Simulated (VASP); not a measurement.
A run of VASP 6.6.1:

File INCAR:

```
SYSTEM = BaO
PREC = Accurate
ENCUT = 1340
EDIFF = 1E-6
ISMEAR = 0
SIGMA = 0.1
LREAL = .FALSE.
LASPH = .TRUE.
NELM = 120
ALGO = Normal
ISIF = 2
LWAVE = .FALSE.
LCHARG = .TRUE.
GGA = PE
LELF = .TRUE.
LVHAR = .TRUE.
NBANDS = 15
GGA_COMPAT = .FALSE.
```

KPOINTS

```
Automatic mesh
0
G
  6 6 6
  0 0 0
```

POSCAR

```
BaO
1.0
    0.0000000000      2.7841441863      2.7841441863
    2.7841441863      0.0000000000      2.7841441863
    2.7841441863      2.7841441863      0.0000000000
Ba O
1 1
Direct
    0.0000000000      0.0000000000      0.0000000000
    0.5000000000      0.5000000000      0.5000000000
```

Potentials or basis: VASP PAW PBE potentials, release 64 (Ba_sv, O_h).

The run is started by

```bash
$ cat potpaw_PBE.64/Ba_sv/POTCAR potpaw_PBE.64/O_h/POTCAR > POTCAR
$ mpirun -np 1 vasp_std > vasp.out
```

Hardware: 1 thread of AMD EPYC 7R13 Processor (Zen 3) (shared host).

Task: How long does it take, and how much memory?

Result: It took 51 s on 1 thread of AMD EPYC 7R13 Processor (Zen 3) (shared host), peak memory 0.31 GiB. Counts: scf iterations 14, k points 16.
